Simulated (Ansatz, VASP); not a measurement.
Two plane-wave programs on SiC

```xyz
2
Lattice="0.0000 2.1800 2.1800 2.1800 0.0000 2.1800 2.1800 2.1800 0.0000" Properties=species:S:1:pos:R:3 pbc="T T T"
Si    0.0000    0.0000    0.0000
C     1.0900    1.0900    1.0900
```

Alike in both runs: task single point; functional PBE; k mesh 8 × 8 × 8; no spin polarisation.

|  | VASP | Ansatz |
| --- | --- | --- |
| version | VASP 6.6.1 | Ansatz 0.2.0 |
| potentials or method | VASP PAW PBE potentials, release 64 (Si, C) | scalar-relativistic, plane waves, PAW |
| plane-wave cutoff (eV) | 600 | 420 |
| occupations | gaussian, width 0.01 eV | fixed |
| valence electrons in the cell | 8 | 8 |

|  | VASP | Ansatz | Ansatz less VASP |
| --- | --- | --- | --- |
| gap on the k mesh at the Fermi level (eV) | 1.36 | 1.36 | +0.002 |
| least direct gap on the mesh (eV) | 4.54 | 4.54 | +0.003 |
